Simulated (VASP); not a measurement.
# La3PdSe (Pm-3m) in VASP: single point with PBE

Aim: the single point of La3PdSe with PBE.

All numbers are computed with VASP 6.6.1; they aren't measurements. Logs are shortened: lines on timing, memory, paths and dates and some standing lists are left out, and cuts for length are marked.

## (1) The cell of the first run

The structure is cubic, space group Pm-3m (No. 221). The conventional cell has a = 5.088 Å, b = 5.088 Å, c = 5.088 Å, α = 90.00°, β = 90.00°, γ = 90.00°. La (site symmetry 4/mmm) has 2 Pd at 2.54 Å within 3.4 Å. Pd (site symmetry m-3m) has 6 La at 2.54 Å within 3.4 Å. Se (site symmetry m-3m) has 12 La at 3.60 Å and 8 Pd at 4.41 Å within 4.7 Å.

The cell was built from a structure type or drawn by symmetry, and may not be a known phase.

## (2) Single point, PBE

File INCAR:

```
SYSTEM = La3PdSe
PREC = Accurate
ENCUT = 520
EDIFF = 1E-6
ISMEAR = 0
SIGMA = 0.1
LREAL = .FALSE.
LASPH = .TRUE.
NELM = 60
ALGO = Normal
ISIF = 2
LWAVE = .FALSE.
LCHARG = .TRUE.
GGA = PE
LELF = .TRUE.
LVHAR = .TRUE.
NBANDS = 32
```

File KPOINTS:

```
Automatic mesh
0
G
  4 4 4
  0 0 0
```

File POSCAR:

```
La3PdSe
1.0
    5.0881471300      0.0000000000      0.0000000000
    0.0000000000      5.0881471300      0.0000000000
    0.0000000000      0.0000000000      5.0881471300
La Pd Se
3 1 1
Direct
    0.0000000000      0.5000000000      0.5000000000
    0.5000000000      0.0000000000      0.5000000000
    0.5000000000      0.5000000000      0.0000000000
    0.5000000000      0.5000000000      0.5000000000
    0.0000000000      0.0000000000      0.0000000000
```

Potentials or basis: VASP PAW PBE potentials, release 64 (La, Pd, Se).

Started as:

```bash
$ cat potpaw_PBE.64/La/POTCAR potpaw_PBE.64/Pd/POTCAR potpaw_PBE.64/Se/POTCAR > POTCAR
$ mpirun -np 1 vasp_std > vasp.out
```

OUTCAR:

```text
SYSTEM = La3PdSe
   PREC = Accurate
   ENCUT = 520
   EDIFF = 1E-6
   ISMEAR = 0
   LREAL = .FALSE.
   LASPH = .TRUE.
   NELM = 60
   ISIF = 2
   GGA = PE

 ion  position               nearest neighbor table
   1  0.000  0.500  0.500-   4 2.54   4 2.54   2 3.60   3 3.60   2 3.60   2 3.60   3 3.60   3 3.60
                             3 3.60   2 3.60
   2  0.500  0.000  0.500-   4 2.54   4 2.54   1 3.60   3 3.60   1 3.60   3 3.60   3 3.60   3 3.60
                             1 3.60   1 3.60
   3  0.500  0.500  0.000-   4 2.54   4 2.54   1 3.60   1 3.60   2 3.60   2 3.60   2 3.60   2 3.60
                             1 3.60   1 3.60
   4  0.500  0.500  0.500-   1 2.54   2 2.54   3 2.54   3 2.54   2 2.54   1 2.54
   5  0.000  0.000  0.000-

  LATTYP: Found a simple cubic cell.
 ALAT       =     5.0881471300

  Lattice vectors:

 A1 = (   5.0881471300,   0.0000000000,   0.0000000000)
 A2 = (   0.0000000000,   5.0881471300,   0.0000000000)
 A3 = (   0.0000000000,   0.0000000000,   5.0881471300)

Analysis of symmetry for initial positions (statically):
=====================================================================
 Subroutine PRICEL returns:
 Original cell was already a primitive cell.

 Routine SETGRP: Setting up the symmetry group for a
 simple cubic supercell.

 Subroutine GETGRP returns: Found 48 space group operations
 (whereof 48 operations were pure point group operations)
 out of a pool of 48 trial point group operations.

The static configuration has the point symmetry O_h .

Analysis of symmetry for dynamics (positions and initial velocities):
=====================================================================
 Subroutine PRICEL returns:
 Original cell was already a primitive cell.

 Routine SETGRP: Setting up the symmetry group for a
 simple cubic supercell.

 Subroutine GETGRP returns: Found 48 space group operations
 (whereof 48 operations were pure point group operations)
 out of a pool of 48 trial point group operations.

The dynamic configuration has the point symmetry O_h .

 Subroutine INISYM returns: Found 48 space group operations
 (whereof 48 operations are pure point group operations),
 and found     1 'primitive' translations

----------------------------------------------------------------------------------------

                                     Primitive cell

  volume of cell :     131.7283

[... 78 lines left out ...]
   NELM   =     60;   NELMIN=  2; NELMDL= -5     # of ELM steps
   EDIFF  = 0.1E-05   stopping-criterion for ELM
   LREAL  =      F    real-space projection
   EDIFFG = 0.1E-04   stopping-criterion for IOM
   NSW    =      0    number of steps for IOM
   IBRION =     -1    ionic relax: 0-MD 1-quasi-New 2-CG
   NFREE  =      0    steps in history (QN), initial steepest desc. (CG)
   ISIF   =      2    stress and relaxation
   ISYM   =      2    0-nonsym 1-usesym 2-fastsym
   POTIM  = 0.5000    time-step for ionic-motion
   TEBEG  =    0.0;   TEEND  =   0.0 temperature during run
   PSTRESS=    0.0 pullay stress
   NELECT =      49.0000    total number of electrons
   NUPDOWN=      -1.0000    fix difference up-down
   EMIN   =  10.00;   EMAX   =-10.00  energy-range for DOS
   EFERMI =   0.00;   METHOD = LEGACY
   ISMEAR =     0;   SIGMA  =   0.10  broadening in eV -4-tet -1-fermi 0-gaus
   EFERMI_NEDOS =   21; number of points for ismear=-14 and -15
   IALGO  =     38    algorithm
   IMIX   =      4    mixing-type and parameters
     AMIX     =   0.40;   BMIX     =  1.00
     AMIX_MAG =   1.60;   BMIX_MAG =  1.00
  volume/ion in A,a.u.               =      26.35       177.79
  Fermi-wavevector in a.u.,A,eV,Ry     =   1.177372  2.224911 18.860476  1.386206
  Thomas-Fermi vector in A             =   2.313720
   LORBIT       =      0    0 simple, 1 ext, 2 COOP (PROOUT), +10 PAW based schemes
   GGA     = PE    functional components
   LHFCALC =     F    Hartree Fock is set to
   AEXX    =    0.0000 exact exchange contribution
   IVDW    =     0    specifies the selected vdW correction
   LEPSILON=     F    determine dielectric tensor
   LRPA    =     F    only Hartree local field effects (RPA)
 non-spin polarized calculation
 Gauss-broadening in eV      SIGMA  =   0.10
  energy-cutoff  :      520.00
  volume of cell :      131.73
 maximum number of plane-waves:      3575
 NGX is ok and might be reduce to    40
   NGX = 19   NGY = 19   NGZ = 19

 number of electron      48.9999992 magnetization

 Free energy of the ion-electron system (eV)
  ---------------------------------------------------
  ext. energy  EPLUGINS =         0.00000000
  ---------------------------------------------------
  free energy    TOTEN  =       -22.88339108 eV

  energy without entropy =      -22.85729270  energy(sigma->0) =      -22.87034189

 E-fermi :   9.6901     XC(G=0): -10.3529

 val. band max:        9.6334446218   @ k =   0.5000   0.0000   0.0000
 cond. band min:       9.7067208392   @ k =   0.5000   0.2500   0.2500
 fundamental gap:      0.0732762173
 Fermi energy:         9.6901463057

 k-point     1 :       0.0000    0.0000    0.0000
  band No.  band energies     occupation
      1     -23.5719      2.00000
      2     -23.2541      2.00000
      3     -23.2541      2.00000
      4      -8.0923      2.00000
      5      -8.0923      2.00000
      6      -8.0923      2.00000
[... 339 lines left out ...]
     31      11.2320      0.00000
     32      11.2760      0.00000

------------------------ aborting loop because EDIFF is reached ----------------------------------------

  FORCE on cell =-STRESS in cart. coord.  units (eV):
  Direction    XX          YY          ZZ          XY          YZ          ZX
  --------------------------------------------------------------------------------------
  -------------------------------------------------------------------------------------
  Total       17.4434921     17.4434921     17.4434921      0.0000000     -0.0000000      0.0000000
  in kB      212.1607459    212.1607459    212.1607459      0.0000000     -0.0000000      0.0000000
  external PRESSURE =     212.1607459 kB  Pullay stress =       0.0000000 kB

 VOLUME and BASIS-vectors are now :
 -----------------------------------------------------------------------------
  energy-cutoff  :      520.00
  volume of cell :      131.73
      direct lattice vectors                 reciprocal lattice vectors
     5.088147130  0.000000000  0.000000000     0.196535197  0.000000000  0.000000000
     0.000000000  5.088147130  0.000000000     0.000000000  0.196535197  0.000000000
     0.000000000  0.000000000  5.088147130     0.000000000  0.000000000  0.196535197

 POSITION                                       TOTAL-FORCE (eV/Angst)
 -----------------------------------------------------------------------------------
      0.00000      2.54407      2.54407         0.000000      0.000000      0.000000
      2.54407      0.00000      2.54407         0.000000      0.000000      0.000000
      2.54407      2.54407      0.00000         0.000000      0.000000      0.000000
      2.54407      2.54407      2.54407         0.000000      0.000000      0.000000
      0.00000      0.00000      0.00000         0.000000      0.000000      0.000000
 -----------------------------------------------------------------------------------
    total drift:                                0.000000     -0.000000     -0.000000

  FREE ENERGIE OF THE ION-ELECTRON SYSTEM (eV)
  ---------------------------------------------------
  free  energy   TOTEN  =       -22.8833910775 eV

  energy  without entropy=      -22.8572926992  energy(sigma->0) =      -22.87034189
```

stdout:

```text
POSCAR found type information on POSCAR LaPdSe
 POSCAR found :  3 types and       5 ions
 scaLAPACK will be used
 LDA part: xc-table for (Slater+PW92), standard interpolation
 POSCAR, INCAR and KPOINTS ok, starting setup
 FFT: planning ... GRIDC
 FFT: planning ... GRID_SOFT
 FFT: planning ... GRID
 WAVECAR not read
 entering main loop
```

It took 44 s on 1 thread of Intel Xeon 6975P-C (Granite Rapids), shared host; peak memory 0.28 GiB.

Results:

```yaml
Free_energy: -22.8834 eV
Pressure: 21.2 GPa
Band_gap_on_the_k_mesh: zero (an odd number of electrons rules out a gap without spin polarisation)
```

Levels at points of the mesh, in eV from the Fermi level:
```
           k point  band 21  band 22  band 23  band 24  band 25  band 26  band 27  band 28
(0.00, 0.00, 0.00)    -3.30    -3.30    -1.68    -1.68    -1.10     0.20     0.20     0.20
(0.50, 0.00, 0.00)    -3.73    -2.03    -0.15    -0.06     0.15     0.15     0.32     0.33
(0.50, 0.50, 0.00)    -4.16    -1.37    -1.37    -0.59    -0.37     0.97     1.02     1.02
(0.50, 0.50, 0.50)    -3.53    -2.47    -2.47    -2.47    -0.37     0.50     0.50     0.50
```

Caveat: the cell stands under pressure; spin-orbit coupling is left out, which moves the levels of the heavy elements.
